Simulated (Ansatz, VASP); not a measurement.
**Two plane-wave programs on Hg**

```xyz
1
Lattice="1.7300 0.9988 2.4127 -1.7300 0.9988 2.4127 0.0000 -1.9976 2.4127" Properties=species:S:1:pos:R:3 pbc="T T T"
Hg    0.0000    0.0000    0.0000
```

Change from the starting cell: strain +0.000 along x and y, +0.080 along z, atoms carried along.

Alike in both runs: task single point; functional r2SCAN; k mesh 18 × 18 × 18; occupations gaussian, width 0.15 eV; no spin polarisation.

|  | VASP | Ansatz |
| --- | --- | --- |
| version | VASP 6.6.1 | Ansatz 0.2.0 |
| potentials or method | VASP PAW PBE potentials, release 64 (Hg), cutoff 520 eV | scalar-relativistic, plane waves, PAW |
| valence electrons in the cell | 12 | 20 |

|  | VASP | Ansatz | Ansatz less VASP |
| --- | --- | --- | --- |
| gap on the k mesh at the Fermi level (eV) | none | none | - |
| pressure (GPa) | 1.4 | 1.0 | -0.38 |
| traceless stress, the component that is largest in VASP (GPa) | -0.69 | -0.83 | -0.140 |

VASP's potentials were made for PBE, not for r2SCAN. A gap of «none» marks a metal or a gap that the smearing closes. VASP's potentials hold 12 valence electrons a cell and Ansatz's 20, so a difference there can come from the potentials and not from the codes.

Neither program's run includes spin-orbit coupling.
